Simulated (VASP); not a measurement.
Wanted: the native input for a VASP 6.6.1 run.

| Quantity | Value |
| --- | --- |
| Task | single point |
| Functional | revPBE |
| Potentials or basis | VASP PAW PBE potentials, release 64 (Rb_sv, Pt) |
| Cutoff | 500 eV |
| k mesh | 4 × 4 × 4 |
| Occupations | fermi-dirac, width 0.1 eV |
| Spin | no spin polarisation |
| Dipole correction | no |
| Further INCAR settings | ALGO = Normal; EDIFF = 1e-06; NBANDS = 26 |

The structure of Rb3Pt lies in POSCAR:

```
Rb3Pt
1.0
    5.4988000000      0.0000000000      0.0000000000
    0.0000000000      5.4988000000      0.0000000000
    0.0000000000      0.0000000000      5.4988000000
Rb Pt
3 1
Direct
    0.0000000000      0.0000000000      0.5000000000
    0.0000000000      0.5000000000      0.0000000000
    0.5000000000      0.0000000000      0.0000000000
    0.5000000000      0.5000000000      0.5000000000
```

These files were run (other wordings do the same):

INCAR

```
  PREC = Accurate
  ENCUT = 500
  EDIFF = 1E-6
  ISMEAR = -1
  SIGMA = 0.1
  LREAL = F
  LASPH = T
  NELM = 120
  ALGO = Normal
  ISIF = 2
  LWAVE = F
  LCHARG = T
  GGA = RE
  LELF = T
  LVHAR = T
  NBANDS = 26
  GGA_COMPAT = F
```

KPOINTS

```
Automatic mesh
0
Gamma
  4 4 4
```

Potentials or basis: VASP PAW PBE potentials, release 64 (Rb_sv, Pt).

Run with:

```console
$ cat potpaw_PBE.64/Rb_sv/POTCAR potpaw_PBE.64/Pt/POTCAR > POTCAR
$ mpirun -np 1 vasp_std > vasp.out
```

Results of the run:

```json
{
  "Pressure": "0.8 GPa",
  "Band gap on the k mesh": "zero (an odd number of electrons rules out a gap without spin polarisation)"
}
```

Caveat: the PAW data sets were made with another functional, which shifts forces and pressure a little; spin-orbit coupling is left out, which moves the levels of the heavy elements.

Wall time 45 s on 1 thread of AMD EPYC 7R13 Processor (Zen 3), with other jobs on the host, peak memory 0.23 GiB.
